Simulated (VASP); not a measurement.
# Ge (Cmmm) in VASP: further runs

Ge is run at these levels: PBEsol; tasks: single point.

Everything below comes from runs of VASP 6.6.1. Logs are shortened: lines on timing, memory, paths and dates and some standing lists are left out, and cuts for length are marked.

### 1 The cell of the first run

The structure is orthorhombic, space group Cmmm (No. 65). The conventional cell has a = 2.794 Å, b = 5.201 Å, c = 2.698 Å, α = 90.00°, β = 90.00°, γ = 90.00°. Ge (site symmetry mmm) has 8 Ge at 2.70 to 2.95 Å within 3.6 Å.

### 2 Single point, PBEsol

Contents of INCAR:

```
SYSTEM = Ge
ALGO = Normal
EDIFF = 1E-6
ENCUT = 500
GGA = PS
GGA_COMPAT = .False.
ISIF = 2
ISMEAR = -1
LASPH = .True.
LCHARG = .False.
LREAL = .False.
LWAVE = .False.
NBANDS = 13
NELM = 120
PREC = Accurate
SIGMA = 0.1
```

Contents of KPOINTS:

```
k-points
0
Gamma
  4 4 3
  0 0 0
```

Contents of POSCAR:

```
Ge
1.0
    1.3971500000     -2.6005200000      0.0000000000
    1.3971500000      2.6005200000      0.0000000000
    0.0000000000      0.0000000000      2.6982300000
Ge
1
Direct
    0.5000000000      0.5000000000      0.0000000000
```

Potentials or basis: VASP PAW PBE potentials, release 64 (Ge_d).

Command:

```console
cat potpaw_PBE.64/Ge_d/POTCAR > POTCAR
mpirun -np 1 vasp_std > vasp.out
```

OUTCAR:

```text
SYSTEM = Ge
   EDIFF = 1E-6
   ENCUT = 500
   GGA = PS
   ISIF = 2
   ISMEAR = -1
   LASPH = .True.
   LREAL = .False.
   NELM = 120
   PREC = Accurate

 ion  position               nearest neighbor table
   1  0.500  0.500  0.000-

  LATTYP: Found a base centered orthorhombic cell.
 ALAT       =     2.7943000000
 B/A-ratio  =     1.8613033676
 C/A-ratio  =     0.9656192964

  Lattice vectors:

 A1 = (   1.3971500000,  -2.6005200000,   0.0000000000)
 A2 = (   1.3971500000,   2.6005200000,   0.0000000000)
 A3 = (   0.0000000000,   0.0000000000,   2.6982300000)

Analysis of symmetry for initial positions (statically):
=====================================================================
 Subroutine PRICEL returns:
 Original cell was already a primitive cell.

 Routine SETGRP: Setting up the symmetry group for a
 base centered orthorhombic supercell.

 Subroutine GETGRP returns: Found  8 space group operations
 (whereof  8 operations were pure point group operations)
 out of a pool of  8 trial point group operations.

The static configuration has the point symmetry D_2h.

Analysis of symmetry for dynamics (positions and initial velocities):
=====================================================================
 Subroutine PRICEL returns:
 Original cell was already a primitive cell.

 Routine SETGRP: Setting up the symmetry group for a
 base centered orthorhombic supercell.

 Subroutine GETGRP returns: Found  8 space group operations
 (whereof  8 operations were pure point group operations)
 out of a pool of  8 trial point group operations.

The dynamic configuration has the point symmetry D_2h.

 Subroutine INISYM returns: Found  8 space group operations
 (whereof  8 operations are pure point group operations),
 and found     1 'primitive' translations

----------------------------------------------------------------------------------------

                                     Primitive cell

  volume of cell :      19.6070

  direct lattice vectors                    reciprocal lattice vectors
     1.397150000 -2.600520000  0.000000000     0.357871381 -0.192269238  0.000000000
     1.397150000  2.600520000  0.000000000     0.357871381  0.192269238  0.000000000
     0.000000000  0.000000000  2.698230000     0.000000000  0.000000000  0.370613328

  length of vectors
     2.952072559  2.952072559  2.698230000     0.406250397  0.406250397  0.370613328

  position of ions in fractional coordinates (direct lattice)
     0.500000000  0.500000000  0.000000000

  ion indices of the primitive-cell ions
   primitive index   ion index
                 1           1

----------------------------------------------------------------------------------------

 KPOINTS: k-points

Automatic generation of k-mesh.
 Grid dimensions read from file:
 generate k-points for:    4    4    3

 Generating k-lattice:

  Cartesian coordinates                     Fractional coordinates (reciprocal lattice)
     0.089467845 -0.048067310  0.000000000     0.250000000  0.000000000  0.000000000
     0.089467845  0.048067310  0.000000000     0.000000000  0.250000000  0.000000000
     0.000000000  0.000000000  0.123537776     0.000000000  0.000000000  0.333333333

  Length of vectors
     0.101562599  0.101562599  0.123537776

  Shift w.r.t. Gamma in fractional coordinates (k-lattice)
     0.000000000  0.000000000  0.000000000

 Subroutine IBZKPT returns following result:
 ===========================================

 Found     14 irreducible k-points:

 Following reciprocal coordinates:
            Coordinates               Weight
  0.000000  0.000000  0.000000      1.000000
  0.250000  0.000000  0.000000      4.000000
  0.500000  0.000000  0.000000      2.000000
  0.250000  0.250000  0.000000      2.000000
  0.500000  0.250000  0.000000      4.000000
 -0.250000  0.250000  0.000000      2.000000
  0.500000  0.500000  0.000000      1.000000
  0.000000  0.000000  0.333333      2.000000
  0.250000  0.000000  0.333333      8.000000
  0.500000  0.000000  0.333333      4.000000
  0.250000  0.250000  0.333333      4.000000
  0.500000  0.250000  0.333333      8.000000
 -0.250000  0.250000  0.333333      4.000000
  0.500000  0.500000  0.333333      2.000000
   k-points           NKPTS =     14   k-points in BZ     NKDIM =     14   number of bands    NBANDS=     13
   number of dos      NEDOS =    301   number of ions     NIONS =      1
   total plane-waves  NPLWV =  11520
   dimension x,y,z NGX =    24 NGY =   24 NGZ =   20
   dimension x,y,z NGXF=    48 NGYF=   48 NGZF=   40
   ions per type =               1
   NGX,Y,Z   is equivalent  to a cutoff of  13.52, 13.52, 12.32 a.u.
   NGXF,Y,Z  is equivalent  to a cutoff of  27.03, 27.03, 24.65 a.u.
 SYSTEM =  Ge
   PREC   = accura    normal or accurate (medium, high low for compatibility)
   ISTART =      0    job   : 0-new  1-cont  2-samecut
   ICHARG =      2    charge: 1-file 2-atom 10-const
   ISPIN  =      1    spin polarized calculation?
   LNONCOLLINEAR =      F non collinear calculations
   LSORBIT =      F    spin-orbit coupling
   LASPH  =      T    aspherical Exc in radial PAW
   ENCUT  =  500.0 eV  36.75 Ry    6.06 a.u.   5.38  5.38  4.92*2*pi/ulx,y,z
   NELM   =    120;   NELMIN=  2; NELMDL= -5     # of ELM steps
   EDIFF  = 0.1E-05   stopping-criterion for ELM
   LREAL  =      F    real-space projection
   EDIFFG = 0.1E-04   stopping-criterion for IOM
   NSW    =      0    number of steps for IOM
   IBRION =     -1    ionic relax: 0-MD 1-quasi-New 2-CG
   NFREE  =      0    steps in history (QN), initial steepest desc. (CG)
   ISIF   =      2    stress and relaxation
   ISYM   =      2    0-nonsym 1-usesym 2-fastsym
   POTIM  = 0.5000    time-step for ionic-motion
   TEBEG  =    0.0;   TEEND  =   0.0 temperature during run
   PSTRESS=    0.0 pullay stress
   NELECT =      14.0000    total number of electrons
   NUPDOWN=      -1.0000    fix difference up-down
   EMIN   =  10.00;   EMAX   =-10.00  energy-range for DOS
   EFERMI =   0.00;   METHOD = LEGACY
   ISMEAR =    -1;   SIGMA  =   0.10  broadening in eV -4-tet -1-fermi 0-gaus
   EFERMI_NEDOS =   21; number of points for ismear=-14 and -15
   IALGO  =     38    algorithm
   IMIX   =      4    mixing-type and parameters
     AMIX     =   0.40;   BMIX     =  1.00
     AMIX_MAG =   1.60;   BMIX_MAG =  1.00
  volume/ion in A,a.u.               =      19.61       132.31
  Fermi-wavevector in a.u.,A,eV,Ry     =   1.463233  2.765109 29.130759  2.141050
  Thomas-Fermi vector in A             =   2.579352
   LORBIT       =      0    0 simple, 1 ext, 2 COOP (PROOUT), +10 PAW based schemes
   GGA     = PS    functional components
   LHFCALC =     F    Hartree Fock is set to
   AEXX    =    0.0000 exact exchange contribution
   IVDW    =     0    specifies the selected vdW correction
   LEPSILON=     F    determine dielectric tensor
   LRPA    =     F    only Hartree local field effects (RPA)
 non-spin polarized calculation
  energy-cutoff  :      500.00
  volume of cell :       19.61
 maximum number of plane-waves:       504
 NGX is ok and might be reduce to    24
   NGX = 11   NGY = 11   NGZ =  9

 number of electron      14.0000003 magnetization

 Free energy of the ion-electron system (eV)
  ---------------------------------------------------
  ext. energy  EPLUGINS =         0.00000000
  ---------------------------------------------------
  free energy    TOTEN  =        -4.41437192 eV

  energy without entropy =       -4.40817698  energy(sigma->0) =       -4.41127445

 E-fermi :   6.0962     XC(G=0): -11.1993

 val. band max:        6.0954759914   @ k =  -0.2500   0.2500   0.0000
 cond. band min:       6.8144040190   @ k =   0.5000   0.5000   0.3333
 fundamental gap:      0.7189280276
 Fermi energy:         6.0961509858

 k-point     1 :       0.0000    0.0000    0.0000
  band No.  band energies     occupation
      1     -18.6819      2.00000
      2     -18.5883      2.00000
      3     -18.5393      2.00000
      4     -18.4497      2.00000
      5     -18.4483      2.00000
      6      -6.8137      2.00000
      7      12.6911      0.00000
      8      13.1956      0.00000
      9      14.6642      0.00000
     10      16.2268      0.00000
     11      18.5450      0.00000
     12      20.8749      0.00000
     13      21.0964      0.00000

 k-point     2 :       0.2500    0.0000    0.0000
  band No.  band energies     occupation
      1     -18.6480      2.00000
      2     -18.5660      2.00000
      3     -18.5117      2.00000
      4     -18.4768      2.00000
      5     -18.4541      2.00000
      6      -5.3025      2.00000
      7       7.1605      0.00005
      8      10.9066      0.00000
      9      14.1062      0.00000
     10      15.1395      0.00000
     11      18.3801      0.00000
     12      23.7356      0.00000
     13      26.8974      0.00000

 k-point     3 :       0.5000    0.0000    0.0000
  band No.  band energies     occupation
      1     -18.6382      2.00000
      2     -18.5603      2.00000
      3     -18.5038      2.00000
      4     -18.4597      2.00000
      5     -18.4447      2.00000
      6      -1.7643      2.00000
      7       0.7707      2.00000
      8       9.5050      0.00000
      9      13.5355      0.00000
     10      16.5438      0.00000
     11      22.4705      0.00000
     12      22.5876      0.00000
     13      22.8764      0.00000
[... 145 lines left out ...]
 k-point    13 :      -0.2500    0.2500    0.3333
  band No.  band energies     occupation
      1     -18.6049      2.00000
      2     -18.5288      2.00000
      3     -18.5044      2.00000
      4     -18.4913      2.00000
      5     -18.4785      2.00000
      6      -3.3545      2.00000
      7       4.3601      2.00000
      8       8.2117      0.00000
      9      14.4120      0.00000
     10      16.4017      0.00000
     11      18.7291      0.00000
     12      24.3119      0.00000
     13      25.0422      0.00000

 k-point    14 :       0.5000    0.5000    0.3333
  band No.  band energies     occupation
      1     -18.6203      2.00000
      2     -18.5578      2.00000
      3     -18.5096      2.00000
      4     -18.4496      2.00000
      5     -18.4358      2.00000
      6      -0.4795      2.00000
      7       2.5463      2.00000
      8       6.8144      0.00152
      9      11.5783      0.00000
     10      13.1332      0.00000
     11      17.4853      0.00000
     12      23.1035      0.00000
     13      23.9348      0.00000

------------------------ aborting loop because EDIFF is reached ----------------------------------------

  FORCE on cell =-STRESS in cart. coord.  units (eV):
  Direction    XX          YY          ZZ          XY          YZ          ZX
  --------------------------------------------------------------------------------------
  -------------------------------------------------------------------------------------
  Total       -1.3729956     -0.9763179      0.2876180     -0.0000000      0.0000000      0.0000000
  in kB     -112.1934551    -79.7791926     23.5025197     -0.0000000      0.0000000      0.0000000
  external PRESSURE =     -56.1567093 kB  Pullay stress =       0.0000000 kB

 VOLUME and BASIS-vectors are now :
 -----------------------------------------------------------------------------
  energy-cutoff  :      500.00
  volume of cell :       19.61
      direct lattice vectors                 reciprocal lattice vectors
     1.397150000 -2.600520000  0.000000000     0.357871381 -0.192269238  0.000000000
     1.397150000  2.600520000  0.000000000     0.357871381  0.192269238  0.000000000
     0.000000000  0.000000000  2.698230000     0.000000000  0.000000000  0.370613328

 POSITION                                       TOTAL-FORCE (eV/Angst)
 -----------------------------------------------------------------------------------
      1.39715      0.00000      0.00000        -0.000000     -0.000000      0.000000
 -----------------------------------------------------------------------------------
    total drift:                               -0.000000     -0.000000     -0.000000

  FREE ENERGIE OF THE ION-ELECTRON SYSTEM (eV)
  ---------------------------------------------------
  free  energy   TOTEN  =        -4.4143719180 eV

  energy  without entropy=       -4.4081769778  energy(sigma->0) =       -4.41127445
```

Run time: 4.3 s. Hardware: 1 thread of Intel Xeon 8259CL, shared host; peak memory 0.13 GiB.

Results:

* Free energy: -4.4144 eV
* Pressure: -5.6 GPa
* Band gap on the k mesh: zero (bands 7 and 8 overlap by 7.33 eV)

Stress tensor (GPa, compression positive):
```
-11.22   0.00   0.00
  0.00  -7.98   0.00
  0.00   0.00   2.35
```

Levels at points of the mesh, in eV from the Fermi level:
```
           k point  band 4  band 5  band 6  band 7  band 8  band 9  band 10  band 11
(0.00, 0.00, 0.00)  -24.55  -24.54  -12.91    6.59    7.10    8.57    10.13    12.45
(0.50, 0.00, 0.00)  -24.56  -24.54   -7.86   -5.33    3.41    7.44    10.45    16.37
(0.50, 0.50, 0.00)  -24.55  -24.55   -8.73   -5.51    5.17    9.11     9.78    15.70
```

Caveat: the k points lie up to 0.78 Å⁻¹ apart, too coarse for converged energies and pressures of a metal; the PAW data sets were made with another functional, which shifts forces and pressure a little.

### 3 Single point, PBEsol

Contents of INCAR:

```
PREC = Accurate
ENCUT = 500
EDIFF = 1E-6
ISMEAR = -1
SIGMA = 0.1
LREAL = False
LASPH = True
NELM = 120
ALGO = Normal
ISIF = 2
LWAVE = False
LCHARG = False
GGA = PS
NBANDS = 13
GGA_COMPAT = False
```

Contents of KPOINTS:

```
Automatic mesh
0
Gamma
  5 5 4
```

POSCAR is that of step 2.

Potentials or basis: VASP PAW PBE potentials, release 64 (Ge_d).

Command:

```console
cat potpaw_PBE.64/Ge_d/POTCAR > POTCAR
mpirun -np 1 vasp_std > vasp.out
```

Run time: 6.6 s. Hardware: 1 thread of Intel Xeon 8259CL, shared host; peak memory 0.13 GiB.

The run converged. Its results:

| Quantity | Value |
| --- | --- |
| Free energy | -4.6477 eV |
| Pressure | -1.2 GPa |
| Band gap on the k mesh | zero (bands 7 and 8 overlap by 8.20 eV) |

Stress tensor (GPa, compression positive):
```
 0.83  0.00  0.00
 0.00  4.56  0.00
 0.00  0.00 -9.04
```

Levels at points of the mesh, in eV from the Fermi level:
```csv
k point,band 3,band 4,band 5,band 6,band 7,band 8,band 9,band 10,band 11,band 12
"(0.00, 0.00, 0.00)",-24.61,-24.52,-24.50,-12.99,6.52,7.01,8.51,10.05,12.35,14.70
"(0.00, 0.00, 0.50)",-24.58,-24.57,-24.54,-9.20,-5.85,9.86,11.35,15.91,15.94,17.12
```

Caveat: the k points lie up to 0.58 Å⁻¹ apart, too coarse for converged energies and pressures of a metal; the PAW data sets were made with another functional, which shifts forces and pressure a little.
